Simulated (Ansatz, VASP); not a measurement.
## Two plane-wave programs on Li

File POSCAR:

```
Li
1.0
    3.1110000000      0.0000000000      0.0000000000
   -1.5555000000      2.6942050312      0.0000000000
    0.0000000000      0.0000000000      5.0930000000
Li
2
Direct
    0.3333333333      0.6666666667      0.2500000000
    0.6666666667      0.3333333333      0.7500000000
```

INCAR.step1

```
  PREC = Accurate
  ENCUT = 600
  ISMEAR = 1
  SIGMA = 0.1
  LREAL = F
  LASPH = T
  NELM = 60
  GGA = PE
  ALGO = Normal
  EDIFF = 1E-4
  LWAVE = T
  LCHARG = F
```

Contents of INCAR.step2:

```
  PREC = Accurate
  ENCUT = 600
  EDIFF = 1E-6
  ISMEAR = 1
  SIGMA = 0.1
  LREAL = F
  LASPH = T
  NELM = 60
  ALGO = Normal
  ISIF = 3
  LWAVE = F
  LCHARG = F
  METAGGA = R2SCAN
  LMIXTAU = T
  IBRION = 2
  NSW = 50
  EDIFFG = -0.01
  ISTART = 1
```

KPOINTS

```
Automatic mesh
0
Gamma
  9 9 5
```

Input for Ansatz:

```yaml
crystal:
  lattice:
    a: 3.111
    b: 3.111
    c: 5.093
    alpha: 90.0
    beta: 90.0
    gamma: 120.0
  space_group: 194
  atoms:
    - { symbol: Li, position: [0.3333333333333333, 0.6666666666666666, 0.25] }
basis:
  ecutwfc: 653.073269903712
kpoints:
  mp_grid:
    grid: [9, 9, 5]
    shift: [0.0, 0.0, 0.0]
hamiltonian:
  xc: r2scan
  dispersion: none
scf:
  occupations:
    method: methfessel_paxton
    width: 0.1
relax:
  max_steps: 30
  cell: {}
```

Alike in both runs: task relaxation of cell and atoms; functional r2SCAN; k mesh 9 × 9 × 5; occupations methfessel-paxton of order 1, width 0.1 eV; no spin polarisation.

|  | VASP | Ansatz |
| --- | --- | --- |
| version | VASP 6.6.1 | Ansatz 0.2.0 |
| potentials or method | VASP PAW PBE potentials, release 64 (Li_sv), cutoff 600 eV | plane waves, PAW |
| valence electrons in the cell | 6 | 6 |

```tsv
	VASP	Ansatz	Ansatz less VASP
relaxed volume (Å³/atom)	20.13	20.98	+0.860
relaxed cell length with the largest relative difference (Å)	3.011	3.055	+0.0437
```

VASP's potentials were made for PBE, not for r2SCAN.

Noted on VASP's run: the cutoff is short for stress, so the pressure is rough.
